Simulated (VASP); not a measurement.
Wanted: the native input for a VASP 6.6.1 run.

| Property | Result |
| --- | --- |
| Task | single point |
| Functional | PBE |
| Potentials or basis | VASP PAW PBE potentials, release 64 (F) |
| Cutoff | 520 eV |
| k mesh | 17 × 17 × 17 |
| Occupations | fermi-dirac, width 0.05 eV |
| Spin | no spin polarisation |
| Dipole correction | no |
| Further INCAR settings | ALGO = Normal; EDIFF = 1e-06; NBANDS = 14 |

The structure of F lies in POSCAR:

```
F
1.0
   -1.9637058772      1.9637058772      1.4635923466
    1.9637058772     -1.9637058772      1.4635923466
    1.9637058772      1.9637058772     -1.4635923466
F
2
Direct
   -0.3750000000     -0.1250000000     -0.2500000000
    0.3750000000      0.1250000000      0.2500000000
```

One way to write it, as run:

INCAR

```
PREC     = Accurate       # precision mode
ENCUT    = 520            # plane-wave cutoff, eV
EDIFF    = 1E-6           # SCF threshold, eV
ISMEAR   = -1             # smearing method
SIGMA    = 0.05           # smearing width, eV
LREAL    = F              # projectors in reciprocal space
LASPH    = T              # aspherical terms in the spheres
NELM     = 100            # most SCF steps
ALGO     = Normal         # electronic algorithm
ISIF     = 2              # what is computed and relaxed
LWAVE    = F              # write WAVECAR
LCHARG   = F              # write CHGCAR
GGA      = PE             # functional
NBANDS   = 14             # bands
```

KPOINTS

```
Automatic mesh
0
Gamma
  17 17 17
```

Potentials or basis: VASP PAW PBE potentials, release 64 (F).

The run is started by

```bash
$ cat potpaw_PBE.64/F/POTCAR > POTCAR
$ mpirun -np 1 vasp_std > vasp.out
```

Results of the run:

The pressure is -0.7 GPa and the band gap on the k mesh is zero (band 7 reaches -2.97 eV, above the bottom of band 8 at -3.88 eV).

Wall time 110 s on 1 thread of Oxide Virtual Turin-like Processor (shared host), peak memory 0.17 GiB.
